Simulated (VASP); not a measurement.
# Co2O (P4_2/mnm) in VASP: notebook

The runs below take Co2O through single point, relaxation of cell and atoms, with PBE.

Everything below comes from runs of VASP 6.6.1. Logs are shortened: lines on timing, memory, paths and dates and some standing lists are left out, and cuts for length are marked.

## (1) The cell of the first run

Symmetry: P4_2/mnm, No. 136, tetragonal system. Conventional cell: a = 4.500 Å, b = 4.500 Å, c = 2.898 Å, α = 90.00°, β = 90.00°, γ = 90.00°. Within 2.5 Å of Co (site symmetry m2m) lie 3 O at 1.90 to 1.95 Å and 1 Co at 2.47 Å. Within 2.5 Å of O (site symmetry mmm) lie 6 Co at 1.90 to 1.95 Å.

## (2) Single point, PBE, collinear spin, ferromagnetic start

File INCAR:

```
SYSTEM = Co2O
ALGO     = Normal         ! electronic algorithm
EDIFF    = 1E-6           ! SCF threshold, eV
ENCUT    = 520            ! plane-wave cutoff, eV
GGA      = PE             ! functional
ISIF     = 2              ! what is computed and relaxed
ISMEAR   = 0              ! smearing method
ISPIN    = 2              ! spin polarisation
LASPH    = .True.         ! aspherical terms in the spheres
LCHARG   = .True.         ! write CHGCAR
LELF     = .True.         ! ELF
LMAXMIX  = 4              ! l up to which the mixer works
LORBIT   = 11             ! projections on sites
LREAL    = .False.        ! projectors in reciprocal space
LVHAR    = .True.       
LWAVE    = .False.        ! write WAVECAR
MAGMOM   = 3 3 3 3 0 0    ! initial moments
NBANDS   = 37             ! bands
NELM     = 150            ! most SCF steps
PREC     = Accurate       ! precision mode
SIGMA    = 0.1            ! smearing width, eV
```

File KPOINTS:

```
k-points
0
Gamma
  4 4 6
  0 0 0
```

File POSCAR:

```
Co2O
1.0
    4.5000226382      0.0000000000      0.0000000000
    0.0000000000      4.5000226382      0.0000000000
    0.0000000000      0.0000000000      2.8984690872
Co O
4 2
Direct
    0.3060000000      0.3060000000      0.0000000000
    0.1940000000      0.8060000000      0.5000000000
    0.6940000000      0.6940000000      0.0000000000
    0.8060000000      0.1940000000      0.5000000000
    0.0000000000      0.0000000000      0.0000000000
    0.5000000000      0.5000000000      0.5000000000
```

Potentials or basis: VASP PAW PBE potentials, release 64 (Co, O).

Launch:

```sh
> cat potpaw_PBE.64/Co/POTCAR potpaw_PBE.64/O/POTCAR > POTCAR
> mpirun -np 1 vasp_std > vasp.out
```

OUTCAR:

```text
SYSTEM = Co2O
   EDIFF = 1E-6
   ENCUT = 520
   GGA = PE
   ISIF = 2
   ISMEAR = 0
   ISPIN = 2
   LASPH = .True.
   LORBIT = 11
   LREAL = .False.
   NELM = 150
   PREC = Accurate

 ion  position               nearest neighbor table
   1  0.306  0.306  0.000-   6 1.90   6 1.90   5 1.95   3 2.47   4 2.72   2 2.72   4 2.72   2 2.72
                             2 2.72   2 2.72   4 2.72   4 2.72
   2  0.194  0.806  0.500-   5 1.90   5 1.90   6 1.95   4 2.47   1 2.72   1 2.72   3 2.72   3 2.72
                             1 2.72   1 2.72   3 2.72   3 2.72
   3  0.694  0.694  0.000-   6 1.90   6 1.90   5 1.95   1 2.47   4 2.72   2 2.72   4 2.72   2 2.72
                             4 2.72   4 2.72   2 2.72   2 2.72
   4  0.806  0.194  0.500-   5 1.90   5 1.90   6 1.95   2 2.47   3 2.72   1 2.72   3 2.72   1 2.72
                             3 2.72   3 2.72   1 2.72   1 2.72
   5  0.000  0.000  0.000-   2 1.90   4 1.90   2 1.90   4 1.90   3 1.95   1 1.95
   6  0.500  0.500  0.500-   1 1.90   3 1.90   1 1.90   3 1.90   2 1.95   4 1.95

  LATTYP: Found a simple tetragonal cell.
 ALAT       =     4.5000226382
 C/A-ratio  =     0.6441010013

  Lattice vectors:

 A1 = (   4.5000226382,   0.0000000000,   0.0000000000)
 A2 = (   0.0000000000,   4.5000226382,   0.0000000000)
 A3 = (   0.0000000000,   0.0000000000,   2.8984690872)

Analysis of symmetry for initial positions (statically):
=====================================================================
 Subroutine PRICEL returns:
 Original cell was already a primitive cell.

 Routine SETGRP: Setting up the symmetry group for a
 simple tetragonal supercell.

 Subroutine GETGRP returns: Found 16 space group operations
 (whereof  8 operations were pure point group operations)
 out of a pool of 16 trial point group operations.

The static configuration has the point symmetry D_2h.
 The point group associated with its full space group is D_4h.

Analysis of symmetry for dynamics (positions and initial velocities):
=====================================================================
 Subroutine PRICEL returns:
 Original cell was already a primitive cell.

 Routine SETGRP: Setting up the symmetry group for a
 simple tetragonal supercell.

 Subroutine GETGRP returns: Found 16 space group operations
 (whereof  8 operations were pure point group operations)
 out of a pool of 16 trial point group operations.

The dynamic configuration has the point symmetry D_2h.
 The point group associated with its full space group is D_4h.

Analysis of structural, dynamic, and magnetic symmetry:
=====================================================================
 Subroutine PRICEL returns:
 Original cell was already a primitive cell.

 Routine SETGRP: Setting up the symmetry group for a
 simple tetragonal supercell.

 Subroutine GETGRP returns: Found 16 space group operations
 (whereof  8 operations were pure point group operations)
 out of a pool of 16 trial point group operations.

The overall configuration has the point symmetry D_2h.
 The point group associated with its full space group is D_4h.

 Subroutine INISYM returns: Found 16 space group operations
 (whereof  8 operations are pure point group operations),
 and found     1 'primitive' translations

----------------------------------------------------------------------------------------

                                     Primitive cell

  volume of cell :      58.6946

  direct lattice vectors                    reciprocal lattice vectors
     4.500022638  0.000000000  0.000000000     0.222221104  0.000000000  0.000000000
     0.000000000  4.500022638  0.000000000     0.000000000  0.222221104  0.000000000
     0.000000000  0.000000000  2.898469087     0.000000000  0.000000000  0.345009717

  length of vectors
     4.500022638  4.500022638  2.898469087     0.222221104  0.222221104  0.345009717

  position of ions in fractional coordinates (direct lattice)
     0.306000000  0.306000000  0.000000000
     0.194000000  0.806000000  0.500000000
     0.694000000  0.694000000  0.000000000
     0.806000000  0.194000000  0.500000000
     0.000000000  0.000000000  0.000000000
     0.500000000  0.500000000  0.500000000

[... 37 lines left out ...]
  0.000000  0.000000  0.000000      1.000000
  0.250000  0.000000  0.000000      4.000000
  0.500000  0.000000  0.000000      2.000000
  0.250000  0.250000  0.000000      4.000000
  0.500000  0.250000  0.000000      4.000000
  0.500000  0.500000  0.000000      1.000000
[... 16 lines left out ...]
  0.500000  0.250000  0.500000      4.000000
  0.500000  0.500000  0.500000      1.000000
   k-points           NKPTS =     24   k-points in BZ     NKDIM =     24   number of bands    NBANDS=     37
   number of dos      NEDOS =    301   number of ions     NIONS =      6
   total plane-waves  NPLWV =  31104
   dimension x,y,z NGX =    36 NGY =   36 NGZ =   24
   dimension x,y,z NGXF=    72 NGYF=   72 NGZF=   48
   ions per type =               4   2
   NGX,Y,Z   is equivalent  to a cutoff of  13.30, 13.30, 13.77 a.u.
   NGXF,Y,Z  is equivalent  to a cutoff of  26.60, 26.60, 27.53 a.u.
 SYSTEM =  Co2O
   PREC   = accura    normal or accurate (medium, high low for compatibility)
   ISTART =      0    job   : 0-new  1-cont  2-samecut
   ICHARG =      2    charge: 1-file 2-atom 10-const
   ISPIN  =      2    spin polarized calculation?
   LNONCOLLINEAR =      F non collinear calculations
   LSORBIT =      F    spin-orbit coupling
   LASPH  =      T    aspherical Exc in radial PAW
   ENCUT  =  520.0 eV  38.22 Ry    6.18 a.u.   8.37  8.37  5.39*2*pi/ulx,y,z
   NELM   =    150;   NELMIN=  2; NELMDL= -5     # of ELM steps
   EDIFF  = 0.1E-05   stopping-criterion for ELM
   LREAL  =      F    real-space projection
   EDIFFG = 0.1E-04   stopping-criterion for IOM
   NSW    =      0    number of steps for IOM
[... 5 lines left out ...]
   TEBEG  =    0.0;   TEEND  =   0.0 temperature during run
   PSTRESS=    0.0 pullay stress
   NELECT =      48.0000    total number of electrons
   NUPDOWN=      -1.0000    fix difference up-down
   EMIN   =  10.00;   EMAX   =-10.00  energy-range for DOS
   EFERMI =   0.00;   METHOD = LEGACY
   ISMEAR =     0;   SIGMA  =   0.10  broadening in eV -4-tet -1-fermi 0-gaus
   EFERMI_NEDOS =   21; number of points for ismear=-14 and -15
   IALGO  =     38    algorithm
   IMIX   =      4    mixing-type and parameters
     AMIX     =   0.40;   BMIX     =  1.00
     AMIX_MAG =   1.60;   BMIX_MAG =  1.00
  volume/ion in A,a.u.               =       9.78        66.02
  Fermi-wavevector in a.u.,A,eV,Ry     =   1.530932  2.893042 31.888691  2.343753
  Thomas-Fermi vector in A             =   2.638347
   LORBIT       =     11    0 simple, 1 ext, 2 COOP (PROOUT), +10 PAW based schemes
   GGA     = PE    functional components
   LHFCALC =     F    Hartree Fock is set to
   AEXX    =    0.0000 exact exchange contribution
   IVDW    =     0    specifies the selected vdW correction
   LEPSILON=     F    determine dielectric tensor
   LRPA    =     F    only Hartree local field effects (RPA)
 spin polarized calculation
 Gauss-broadening in eV      SIGMA  =   0.10
  energy-cutoff  :      520.00
  volume of cell :       58.69
 maximum number of plane-waves:      1612
 NGX is ok and might be reduce to    36
   NGX = 17   NGY = 17   NGZ = 11

 number of electron      48.0000000 magnetization      12.0000000

 number of electron      47.9999985 magnetization       7.8628220

 Free energy of the ion-electron system (eV)
  ---------------------------------------------------
  ext. energy  EPLUGINS =         0.00000000
  ---------------------------------------------------
  free energy    TOTEN  =       -37.82111149 eV

  energy without entropy =      -37.78693527  energy(sigma->0) =      -37.80402338

 E-fermi :   9.8459     XC(G=0): -12.8735

 val. band max:        9.8424377221   @ k =   0.2500   0.0000   0.1667
 cond. band min:       9.8491620971   @ k =   0.2500   0.2500   0.3333
 fundamental gap:      0.0067243750
 Fermi energy:         9.8459296846

 spin component 1

 k-point     1 :       0.0000    0.0000    0.0000
  band No.  band energies     occupation
      1     -12.5806      1.00000
      2     -11.8732      1.00000
      3       0.5909      1.00000
      4       0.5909      1.00000
      5       1.1110      1.00000
      6       1.9363      1.00000
[... 925 lines left out ...]
     35      18.3894      0.00000
     36      18.3894      0.00000
 Fermi energy:         9.8459296846

 spin component 2

 k-point     1 :       0.0000    0.0000    0.0000
  band No.  band energies     occupation
      1     -12.1712      1.00000
      2     -11.4350      1.00000
      3       1.0564      1.00000
      4       1.0564      1.00000
      5       1.8958      1.00000
      6       2.5269      1.00000
[... 925 lines left out ...]
     35      18.8930      0.00000
     36      18.8930      0.00000
 [bands above 36 left out]

------------------------ aborting loop because EDIFF is reached ----------------------------------------

  FORCE on cell =-STRESS in cart. coord.  units (eV):
  Direction    XX          YY          ZZ          XY          YZ          ZX
  --------------------------------------------------------------------------------------
  -------------------------------------------------------------------------------------
  Total        7.0355930      7.0355930      9.7508211      0.0000000      0.0000000      0.0000000
  in kB      192.0495180    192.0495180    266.1666886      0.0000000      0.0000000      0.0000000
  external PRESSURE =     216.7552415 kB  Pullay stress =       0.0000000 kB

 VOLUME and BASIS-vectors are now :
 -----------------------------------------------------------------------------
  energy-cutoff  :      520.00
  volume of cell :       58.69
      direct lattice vectors                 reciprocal lattice vectors
     4.500022638  0.000000000  0.000000000     0.222221104  0.000000000  0.000000000
     0.000000000  4.500022638  0.000000000     0.000000000  0.222221104  0.000000000
     0.000000000  0.000000000  2.898469087     0.000000000  0.000000000  0.345009717

 POSITION                                       TOTAL-FORCE (eV/Angst)
 -----------------------------------------------------------------------------------
      1.37701      1.37701      0.00000        -1.121284     -1.121284      0.000000
      0.87300      3.62702      1.44923         1.121284     -1.121284      0.000000
      3.12302      3.12302      0.00000         1.121284      1.121284      0.000000
      3.62702      0.87300      1.44923        -1.121284      1.121284      0.000000
      0.00000      0.00000      0.00000         0.000000     -0.000000      0.000000
      2.25001      2.25001      1.44923         0.000000     -0.000000      0.000000
 -----------------------------------------------------------------------------------
    total drift:                               -0.000000      0.000000      0.000000

  FREE ENERGIE OF THE ION-ELECTRON SYSTEM (eV)
  ---------------------------------------------------
  free  energy   TOTEN  =       -37.8211114924 eV

  energy  without entropy=      -37.7869352725  energy(sigma->0) =      -37.80402338

 total charge

# of ion       s       p       d       tot
------------------------------------------
    1        0.367   0.480   7.401   8.247
    2        0.367   0.480   7.401   8.247
    3        0.367   0.480   7.401   8.247
    4        0.367   0.480   7.401   8.247
    5        1.558   3.515   0.000   5.073
    6        1.558   3.515   0.000   5.073
--------------------------------------------------
tot          4.584   8.949  29.602  43.134

 magnetization (x)

# of ion       s       p       d       tot
------------------------------------------
    1        0.009  -0.008   1.880   1.880
    2        0.009  -0.008   1.880   1.880
    3        0.009  -0.008   1.880   1.880
    4        0.009  -0.008   1.880   1.880
    5        0.024   0.217   0.000   0.241
    6        0.024   0.217   0.000   0.241
--------------------------------------------------
tot          0.084   0.400   7.519   8.003
```

It took 49 s on 1 thread of Intel Xeon 6975P-C (Granite Rapids), shared host; peak memory 0.24 GiB.

Results:

| Item | Value |
| --- | --- |
| Free energy | -37.8211 eV |
| Pressure | 21.7 GPa |
| Largest force | 1.586 eV/Å |
| Net moment | 7.86 μB per cell |
| Site moments | Co +1.88; O +0.24 μB |
| Valence electrons inside the program's atomic spheres | Co 8.25; O 5.07 |

Forces on the atoms (eV/Å):
```
Co  -1.121 -1.121  0.000
Co   1.121 -1.121  0.000
Co   1.121  1.121  0.000
Co  -1.121  1.121  0.000
O    0.000  0.000  0.000
O    0.000  0.000  0.000
```

Stress tensor (GPa, compression positive):
```
19.20  0.00  0.00
 0.00 19.20  0.00
 0.00  0.00 26.62
```

Levels at points of the mesh, in eV from the Fermi level:
Spin up:
```csv
k point,band 26,band 27,band 28,band 29,band 30,band 31
"(0.00, 0.00, 0.00)",-0.73,-0.67,-0.67,0.27,0.65,6.50
"(0.50, 0.00, 0.00)",-0.84,-0.08,-0.08,0.76,0.76,5.52
"(0.50, 0.50, 0.00)",-0.35,-0.02,-0.02,2.13,2.13,2.66
"(0.00, 0.00, 0.50)",-0.93,-0.82,-0.82,3.29,3.29,5.99
"(0.50, 0.00, 0.50)",-1.14,-0.49,-0.49,2.76,2.76,5.37
"(0.50, 0.50, 0.50)",-0.97,-0.40,-0.40,3.67,3.67,5.63
```
Spin down:
| k point | band 17 | band 18 | band 19 | band 20 | band 21 | band 22 | band 23 | band 24 |
| --- | --- | --- | --- | --- | --- | --- | --- | --- |
| (0.00, 0.00, 0.00) | -1.01 | -0.93 | -0.93 | 0.40 | 0.40 | 0.50 | 0.50 | 0.53 |
| (0.50, 0.00, 0.00) | -0.65 | -0.65 | -0.32 | -0.32 | 0.13 | 0.13 | 0.22 | 0.22 |
| (0.50, 0.50, 0.00) | -0.77 | -0.77 | -0.72 | -0.72 | -0.23 | -0.23 | -0.03 | -0.03 |
| (0.00, 0.00, 0.50) | -0.31 | -0.31 | -0.08 | -0.08 | 0.10 | 0.10 | 0.68 | 0.68 |
| (0.50, 0.00, 0.50) | -0.07 | -0.07 | -0.03 | -0.03 | 0.17 | 0.17 | 0.63 | 0.63 |
| (0.50, 0.50, 0.50) | -0.46 | -0.46 | -0.23 | -0.23 | 0.13 | 0.13 | 0.57 | 0.57 |

Caveat: the k points lie up to 0.36 Å⁻¹ apart; forces of over 1 eV/Å act on the atoms, so gaps and moduli don't describe the material at rest. With open d or f shells a metallic result of PBE can be an artefact of self-interaction; +U or a hybrid may open a gap.

[end of part 1 of 2]
